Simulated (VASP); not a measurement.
# Ba (Im-3m) in VASP: notebook

Ba is run at these levels: PBE; tasks: relaxation of cell and atoms.

Program: VASP 6.6.1. These are calculated values, not measurements. Logs are shortened: lines on timing, memory, paths and dates and some standing lists are left out, and cuts for length are marked.

### Step 1. The cell of the first run

It takes space group Im-3m (No. 229, cubic). The conventional cell has a = 5.010 Å, b = 5.010 Å, c = 5.010 Å, α = 90.00°, β = 90.00°, γ = 90.00°. Ba (site symmetry m-3m) has 14 Ba at 4.34 to 5.01 Å within 5.7 Å.

### Step 2. Relaxation of cell and atoms, PBE, target pressure 10 GPa, at which the enthalpy is minimised

The input, INCAR:

```
PREC = Accurate
ENCUT = 500
EDIFF = 1E-7
ISMEAR = -1
SIGMA = 0.1
LREAL = F
LASPH = T
NELM = 120
ALGO = Normal
ISIF = 3
LWAVE = F
LCHARG = F
GGA = PE
IBRION = 2
NSW = 80
EDIFFG = -0.03
PSTRESS = 100.0
GGA_COMPAT = F
NELMIN = 4
```

The input, KPOINTS:

```
Automatic mesh
0
Gamma
  12 12 12
```

The input, POSCAR:

```
Ba
1.0
   -2.5050000000      2.5050000000      2.5050000000
    2.5050000000     -2.5050000000      2.5050000000
    2.5050000000      2.5050000000     -2.5050000000
Ba
1
Direct
    0.0000000000      0.0000000000      0.0000000000
```

Potentials or basis: VASP PAW PBE potentials, release 64 (Ba_sv).

The run is started by

```console
> cat potpaw_PBE.64/Ba_sv/POTCAR > POTCAR
> mpirun -np 1 vasp_std > vasp.out
```

OUTCAR:

```text
PREC = Accurate
   ENCUT = 500
   EDIFF = 1E-7
   ISMEAR = -1
   LREAL = F
   LASPH = T
   NELM = 120
   ISIF = 3
   GGA = PE
   IBRION = 2
   NSW = 80
   EDIFFG = -0.03
   PSTRESS = 100.0
   NELMIN = 4

 ion  position               nearest neighbor table
   1  0.000  0.000  0.000-

  LATTYP: Found a body centered cubic cell.
 ALAT       =     5.0100000000

  Lattice vectors:

 A1 = (  -2.5050000000,   2.5050000000,   2.5050000000)
 A2 = (   2.5050000000,  -2.5050000000,   2.5050000000)
 A3 = (   2.5050000000,   2.5050000000,  -2.5050000000)

Analysis of symmetry for initial positions (statically):
=====================================================================
 Subroutine PRICEL returns:
 Original cell was already a primitive cell.

 Routine SETGRP: Setting up the symmetry group for a
 body centered cubic supercell.

 Subroutine GETGRP returns: Found 48 space group operations
 (whereof 48 operations were pure point group operations)
 out of a pool of 48 trial point group operations.

The static configuration has the point symmetry O_h .

Analysis of symmetry for dynamics (positions and initial velocities):
=====================================================================
 Subroutine PRICEL returns:
 Original cell was already a primitive cell.

 Routine SETGRP: Setting up the symmetry group for a
 body centered cubic supercell.

 Subroutine GETGRP returns: Found 48 space group operations
 (whereof 48 operations were pure point group operations)
 out of a pool of 48 trial point group operations.

The dynamic configuration has the point symmetry O_h .

 Subroutine INISYM returns: Found 48 space group operations
 (whereof 48 operations are pure point group operations),
 and found     1 'primitive' translations

----------------------------------------------------------------------------------------

                                     Primitive cell

  volume of cell :      62.8758

  direct lattice vectors                    reciprocal lattice vectors
    -2.505000000  2.505000000  2.505000000     0.000000000  0.199600798  0.199600798
     2.505000000 -2.505000000  2.505000000     0.199600798  0.000000000  0.199600798
     2.505000000  2.505000000 -2.505000000     0.199600798  0.199600798  0.000000000

  length of vectors
     4.338787273  4.338787273  4.338787273     0.282278156  0.282278156  0.282278156

  position of ions in fractional coordinates (direct lattice)
     0.000000000  0.000000000  0.000000000

  ion indices of the primitive-cell ions
   primitive index   ion index
                 1           1

----------------------------------------------------------------------------------------

 KPOINTS: Automatic mesh

Automatic generation of k-mesh.
 Grid dimensions read from file:
 generate k-points for:   12   12   12

 Generating k-lattice:

  Cartesian coordinates                     Fractional coordinates (reciprocal lattice)
     0.000000000  0.016633400  0.016633400     0.083333333  0.000000000  0.000000000
     0.016633400  0.000000000  0.016633400     0.000000000  0.083333333  0.000000000
     0.016633400  0.016633400  0.000000000     0.000000000  0.000000000  0.083333333

  Length of vectors
     0.023523180  0.023523180  0.023523180

  Shift w.r.t. Gamma in fractional coordinates (k-lattice)
     0.000000000  0.000000000  0.000000000

 Subroutine IBZKPT returns following result:
 ===========================================

 Found     72 irreducible k-points:

 Following reciprocal coordinates:
            Coordinates               Weight
  0.000000  0.000000  0.000000      1.000000
  0.083333  0.000000  0.000000     12.000000
  0.166667  0.000000  0.000000     12.000000
  0.250000  0.000000  0.000000     12.000000
  0.333333  0.000000  0.000000     12.000000
  0.416667  0.000000  0.000000     12.000000
[... 16 lines left out ...]
  0.333333  0.083333  0.083333     24.000000
  0.416667  0.083333  0.083333     12.000000
 [... further k-points ...]
   k-points           NKPTS =     72   k-points in BZ     NKDIM =     72   number of bands    NBANDS=      9
   number of dos      NEDOS =    301   number of ions     NIONS =      1
   total plane-waves  NPLWV =  32768
   dimension x,y,z NGX =    32 NGY =   32 NGZ =   32
   dimension x,y,z NGXF=    64 NGYF=   64 NGZF=   64
   ions per type =               1
   NGX,Y,Z   is equivalent  to a cutoff of  12.26, 12.26, 12.26 a.u.
   NGXF,Y,Z  is equivalent  to a cutoff of  24.52, 24.52, 24.52 a.u.
 SYSTEM =  unknown system
   PREC   = accura    normal or accurate (medium, high low for compatibility)
   ISTART =      0    job   : 0-new  1-cont  2-samecut
   ICHARG =      2    charge: 1-file 2-atom 10-const
   ISPIN  =      1    spin polarized calculation?
   LNONCOLLINEAR =      F non collinear calculations
   LSORBIT =      F    spin-orbit coupling
   LASPH  =      T    aspherical Exc in radial PAW
   ENCUT  =  500.0 eV  36.75 Ry    6.06 a.u.   7.91  7.91  7.91*2*pi/ulx,y,z
   NELM   =    120;   NELMIN=  4; NELMDL= -5     # of ELM steps
   EDIFF  = 0.1E-06   stopping-criterion for ELM
   LREAL  =      F    real-space projection
   EDIFFG = -.3E-01   stopping-criterion for IOM
   NSW    =     80    number of steps for IOM
   IBRION =      2    ionic relax: 0-MD 1-quasi-New 2-CG
   NFREE  =      1    steps in history (QN), initial steepest desc. (CG)
   ISIF   =      3    stress and relaxation
   ISYM   =      2    0-nonsym 1-usesym 2-fastsym
   POTIM  = 0.5000    time-step for ionic-motion
   TEBEG  =    0.0;   TEEND  =   0.0 temperature during run
   PSTRESS=  100.0 pullay stress
   NELECT =      10.0000    total number of electrons
   NUPDOWN=      -1.0000    fix difference up-down
   EMIN   =  10.00;   EMAX   =-10.00  energy-range for DOS
   EFERMI =   0.00;   METHOD = LEGACY
   ISMEAR =    -1;   SIGMA  =   0.10  broadening in eV -4-tet -1-fermi 0-gaus
   EFERMI_NEDOS =   21; number of points for ismear=-14 and -15
   IALGO  =     38    algorithm
   IMIX   =      4    mixing-type and parameters
     AMIX     =   0.40;   BMIX     =  1.00
     AMIX_MAG =   1.60;   BMIX_MAG =  1.00
  volume/ion in A,a.u.               =      62.88       424.31
  Fermi-wavevector in a.u.,A,eV,Ry     =   0.886980  1.676149 10.704157  0.786733
  Thomas-Fermi vector in A             =   2.008218
   LORBIT       =      0    0 simple, 1 ext, 2 COOP (PROOUT), +10 PAW based schemes
   GGA     = PE    functional components
   LHFCALC =     F    Hartree Fock is set to
   AEXX    =    0.0000 exact exchange contribution
   IVDW    =     0    specifies the selected vdW correction
   LEPSILON=     F    determine dielectric tensor
   LRPA    =     F    only Hartree local field effects (RPA)
 conjugate gradient relaxation of ions
 non-spin polarized calculation
  energy-cutoff  :      500.00
  volume of cell :       62.88
 maximum number of plane-waves:      1638
   NGX = 15   NGY = 15   NGZ = 15

--------------------------------------- Ionic step        1  -------------------------------------------

 number of electron      10.0000000 magnetization

 number of electron       9.9999999 magnetization

 Free energy of the ion-electron system (eV)
  ---------------------------------------------------
  ext. energy  EPLUGINS =         0.00000000
  ---------------------------------------------------
  free energy    TOTEN  =        -1.92862404 eV

  energy without entropy =       -1.88453965  energy(sigma->0) =       -1.90658184

 E-fermi :   1.6680     XC(G=0):  -7.4145

 val. band max:        1.6419213510   @ k =   0.2500   0.1667   0.1667
 cond. band min:       1.6814222952   @ k =  -0.4167  -0.4167   0.1667
 fundamental gap:      0.0395009442
 Fermi energy:         1.6680273857

 k-point     1 :       0.0000    0.0000    0.0000
  band No.  band energies     occupation
      1     -27.2252      2.00000
      2     -12.1739      2.00000
      3     -12.1739      2.00000
      4     -12.1739      2.00000
      5      -1.0981      2.00000
      6       3.4871      0.00000
      7       3.4871      0.00000
      8       3.4871      0.00000
      9       4.8908      0.00000
[... 265 lines left out ...]
 k-point    24 :       0.4167    0.0833    0.0833
  band No.  band energies     occupation
      1     -27.1807      2.00000
      2     -12.6059      2.00000
      3     -12.3438      2.00000
      4     -12.2077      2.00000
      5       1.0347      1.99646
      6       2.2573      0.00550
      7       2.7427      0.00004
      8       4.9891      0.00000
      9       5.4663      0.00000

 [... further k-points ...]

------------------------ aborting loop because EDIFF is reached ----------------------------------------

  FORCE on cell =-STRESS in cart. coord.  units (eV):
  Direction    XX          YY          ZZ          XY          YZ          ZX
  --------------------------------------------------------------------------------------
  -------------------------------------------------------------------------------------
  Total        0.0481674      0.0481674      0.0481674      0.0000000     -0.0000000     -0.0000000
  in kB        1.2273836      1.2273836      1.2273836      0.0000000     -0.0000000     -0.0000000
  external PRESSURE =     -98.7726164 kB  Pullay stress =     100.0000000 kB
[... 94 lines left out ...]
  energy  without entropy=       -1.2992561165  energy(sigma->0) =       -1.31616824

  enthalpy is  TOTEN    =         0.9792374327 eV   P V=        2.3123177945

[... ionic steps 4 to 13 ...]

--------------------------------------- Ionic step       14  -------------------------------------------

 number of electron       9.9999999 magnetization

------------------------ aborting loop because EDIFF is reached ----------------------------------------
[... 69 lines left out ...]
--------------------------------------- Ionic step       16  -------------------------------------------

 number of electron       9.9999999 magnetization

 Free energy of the ion-electron system (eV)
  ---------------------------------------------------
  ext. energy  EPLUGINS =         0.00000000
  ---------------------------------------------------
  free energy    TOTEN  =        -1.34828368 eV

  energy without entropy =       -1.31430929  energy(sigma->0) =       -1.33129649

 E-fermi :   3.9357     XC(G=0):  -9.3089

 val. band max:        3.9097745702   @ k =  -0.3333   0.4167   0.2500
 cond. band min:       3.9466572347   @ k =   0.2500   0.2500   0.0833
 fundamental gap:      0.0368826645
 Fermi energy:         3.9356994121

 k-point     1 :       0.0000    0.0000    0.0000
  band No.  band energies     occupation
      1     -24.5779      2.00000
      2      -8.7236      2.00000
      3      -8.7236      2.00000
      4      -8.7236      2.00000
      5       1.3291      2.00000
      6       6.2028      0.00000
      7       6.2028      0.00000
      8       6.2028      0.00000
      9       8.4735      0.00000
[... 265 lines left out ...]
 k-point    24 :       0.4167    0.0833    0.0833
  band No.  band energies     occupation
      1     -24.2159      2.00000
      2     -10.6549      2.00000
      3      -9.4754      2.00000
      4      -8.9260      2.00000
      5       3.0327      1.99976
      6       4.2973      0.05236
      7       7.2345      0.00000
      8       9.0326      0.00000
      9       9.7314      0.00000

 [... further k-points ...]

------------------------ aborting loop because EDIFF is reached ----------------------------------------

  FORCE on cell =-STRESS in cart. coord.  units (eV):
  Direction    XX          YY          ZZ          XY          YZ          ZX
  --------------------------------------------------------------------------------------
  -------------------------------------------------------------------------------------
  Total        2.3083847      2.3083847      2.3083847      0.0000000      0.0000000      0.0000000
  in kB       99.1795766     99.1795766     99.1795766      0.0000000      0.0000000      0.0000000
  external PRESSURE =      -0.8204234 kB  Pullay stress =     100.0000000 kB
[... 20 lines left out ...]
  energy  without entropy=       -1.3143092928  energy(sigma->0) =       -1.33129649

  enthalpy is  TOTEN    =         0.9791961936 eV   P V=        2.3274798727

 reached required accuracy - stopping structural energy minimisation
```

It took 94 s on 1 thread of Intel Xeon 6975P-C (Granite Rapids), shared host; peak memory 0.21 GiB.

What came out:

- Free energy: -1.3483 eV
- Relaxed volume: 37.29 Å³/atom
- Relaxed cell: a = 3.645 Å, b = 3.645 Å, c = 3.645 Å, α = 109.47°, β = 109.47°, γ = 109.47°
- Space group after relaxing (to 0.1 Å): Im-3m (No. 229)
- Energy change on relaxing (the run minimises the enthalpy): +580.3 meV/atom
- Ionic steps: 16
- Pressure after relaxing: 9.9 GPa
- Band gap on the k mesh: zero (bands 5 and 6 overlap by 3.02 eV)

Step by step:
```tsv
step	energy change (eV)	largest force (eV/Å)	pressure (GPa)	volume (Å³)
1	0.0000	0.0000	0.12	62.88
2	0.8353	0.0000	13.62	33.79
3	0.5955	0.0000	10.13	37.05
4	0.5688	0.0000	9.76	37.48
5	0.5691	0.0000	9.76	37.47
6	0.5699	0.0000	9.77	37.46
7	0.5699	0.0000	9.77	37.46
8	0.5699	0.0000	9.77	37.46
9	0.5700	0.0000	9.77	37.46
10	0.5701	0.0000	9.77	37.46
11	0.5702	0.0000	9.77	37.45
12	0.5705	0.0000	9.78	37.45
13	0.5712	0.0000	9.79	37.44
14	0.5725	0.0000	9.81	37.42
15	0.5751	0.0000	9.85	37.38
16	0.5803	0.0000	9.92	37.29
```

Final structure:
```yaml
crystal:
  lattice:
    - [-2.10464, 2.10464, 2.10464]
    - [2.10464, -2.10464, 2.10464]
    - [2.10464, 2.10464, -2.10464]
  atoms:
    - { symbol: Ba, position: [0.00000, 0.00000, 0.00000] }
```

Levels at points of the mesh, in eV from the Fermi level:
```
           k point  band 1  band 2  band 3  band 4  band 5  band 6  band 7  band 8  band 9
(0.00, 0.00, 0.00)  -28.51  -12.66  -12.66  -12.66   -2.61    2.27    2.27    2.27    4.54
(0.50, 0.00, 0.00)  -28.16  -14.71  -13.28  -12.71   -1.47    0.31    3.82    4.90    5.74
(0.50, 0.50, 0.50)  -27.92  -14.00  -14.00  -14.00   -1.74   -1.74    7.54    7.54    7.74
```

Caveat: the cell is relaxed towards a set pressure, so the run minimises the enthalpy, not the energy; the volume moved by over 15 % at a fixed basis, so the end points are rough; spin-orbit coupling is left out, which moves the levels of the heavy elements.

### Step 3. Relaxation of cell and atoms, PBE, target pressure 20 GPa, at which the enthalpy is minimised

The input, INCAR:

```
  PREC = Accurate
  ENCUT = 500
  EDIFF = 1E-7
  ISMEAR = -1
  SIGMA = 0.1
  LREAL = False
  LASPH = True
  NELM = 120
  ALGO = Normal
  ISIF = 3
  LWAVE = False
  LCHARG = False
  GGA = PE
  IBRION = 2
  NSW = 80
  EDIFFG = -0.03
  PSTRESS = 200.0
  GGA_COMPAT = False
  NELMIN = 4
```

KPOINTS is that of step 2.

POSCAR is that of step 2.

Potentials or basis: VASP PAW PBE potentials, release 64 (Ba_sv).

The run is started by

```console
> cat potpaw_PBE.64/Ba_sv/POTCAR > POTCAR
> mpirun -np 1 vasp_std > vasp.out
```

It took 51 s on 1 thread of Intel Xeon 6975P-C (Granite Rapids), shared host; peak memory 0.22 GiB.

It converged, with:

- Free energy: -0.6881 eV
- Relaxed volume: 29.87 Å³/atom
- Relaxed cell: a = 3.385 Å, b = 3.385 Å, c = 3.385 Å, α = 109.47°, β = 109.47°, γ = 109.47°
- Space group after relaxing (to 0.1 Å): Im-3m (No. 229)
- Energy change on relaxing (the run minimises the enthalpy): +1240.5 meV/atom
- Ionic steps: 5
- Pressure after relaxing: 20.0 GPa
- Band gap on the k mesh: zero (bands 5 and 6 overlap by 4.55 eV)

The path:
```csv
step,energy change (eV),largest force (eV/Å),pressure (GPa),volume (Å³)
1,0.0000,0.0000,0.12,62.88
2,7.7285,0.0000,225.17,15.25
3,0.9321,0.0000,15.07,32.71
4,1.0380,0.0000,16.75,31.64
5,1.2405,0.0000,19.96,29.87
```

Final structure:
```
Ba
1.0
    -1.95454    1.95454    1.95454
     1.95454   -1.95454    1.95454
     1.95454    1.95454   -1.95454
Ba
1
Cartesian
  0.0000 0.0000 0.0000
```

Levels at points of the mesh, in eV from the Fermi level:
```tsv
k point	band 3	band 4	band 5	band 6	band 7	band 8
(0.00, 0.00, 0.00)	-12.09	-12.09	-2.02	2.35	2.35	2.35
(0.50, 0.00, 0.00)	-13.13	-12.20	-1.85	-0.09	5.67	5.80
(0.50, 0.50, 0.50)	-14.33	-14.33	-2.59	-2.59	9.10	9.10
```

Caveat: the cell is relaxed towards a set pressure, so the run minimises the enthalpy, not the energy; the volume moved by over 15 % at a fixed basis, so the end points are rough; spin-orbit coupling is left out, which moves the levels of the heavy elements.

(Continued in part 2 of 2.)
